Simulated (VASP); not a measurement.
MgO5: single point with PBE

Crystal: MgO5.

```
CELL_PARAMETERS angstrom
2.29442 1.32469 4.55593
-2.29442 1.32469 4.55593
0.00000 -2.64937 4.55593
ATOMIC_POSITIONS crystal
Mg 0.50000 0.50000 0.50000
O 0.32882 0.00000 0.67118
O 0.16588 0.16588 0.16588
O 0.67118 0.32882 0.00000
O 0.00000 0.67118 0.32882
O 0.83412 0.83412 0.83412
```

```yaml
Program: VASP 6.6.1
Task: single point
Functional: PBE
Potentials_or_basis: VASP PAW PBE potentials, release 64 (Mg, O)
Cutoff: 520 eV
k_mesh: 6 × 6 × 6
Occupations: gaussian, width 0.1 eV
Spin: collinear spin, ferromagnetic start
Starting_moments: "[0.0, 1.0, 1.0, 1.0, 1.0, 1.0] μB"
```

* Pressure: -13.9 GPa
* Largest force: 0.174 eV/Å
* Band gap on the k mesh: zero (filled and empty bands overlap)
* Net moment: 8.00 μB per cell
* Site moments: Mg -0.03; O +1.44, +1.25 μB
* Valence electrons inside the program's atomic spheres: Mg 0.14; O 4.60, 4.65

Forces on the atoms (eV/Å):
```
Mg   0.000  0.000  0.000
O    0.087  0.151  0.000
O    0.000  0.000 -0.088
O   -0.174  0.000  0.000
O    0.087 -0.151  0.000
O    0.000  0.000  0.088
```

Stress tensor (GPa, compression positive):
```
-14.09   0.00   0.00
  0.00 -14.09   0.00
  0.00   0.00 -13.55
```

Levels at points of the mesh, in eV from the Fermi level:
Spin up:
```csv
k point,band 18,band 19,band 20,band 21,band 22,band 23
"(0.00, 0.00, 0.00)",-1.21,-1.06,-1.06,3.60,9.99,9.99
"(0.50, 0.00, 0.00)",-1.47,-1.33,-1.30,5.24,8.68,9.74
"(0.50, 0.50, 0.00)",-1.50,-1.44,-1.37,5.53,8.75,9.44
"(0.50, 0.50, 0.50)",-1.65,-1.06,-1.06,4.91,8.43,9.96
```
Spin down:
| k point | band 10 | band 11 | band 12 | band 13 | band 14 | band 15 |
| --- | --- | --- | --- | --- | --- | --- |
| (0.00, 0.00, 0.00) | -0.93 | -0.90 | -0.90 | 0.06 | 0.06 | 1.01 |
| (0.50, 0.00, 0.00) | -1.19 | -0.33 | -0.18 | 0.30 | 0.66 | 0.82 |
| (0.50, 0.50, 0.00) | -0.88 | -0.46 | -0.24 | 0.10 | 0.46 | 0.81 |
| (0.50, 0.50, 0.50) | -0.84 | -0.71 | -0.49 | -0.03 | 0.31 | 0.31 |

Run time: 2.6 min on 1 thread of Intel(R) Xeon(R) Platinum 8488C (Sapphire Rapids), on a shared host, peak memory 0.33 GiB.
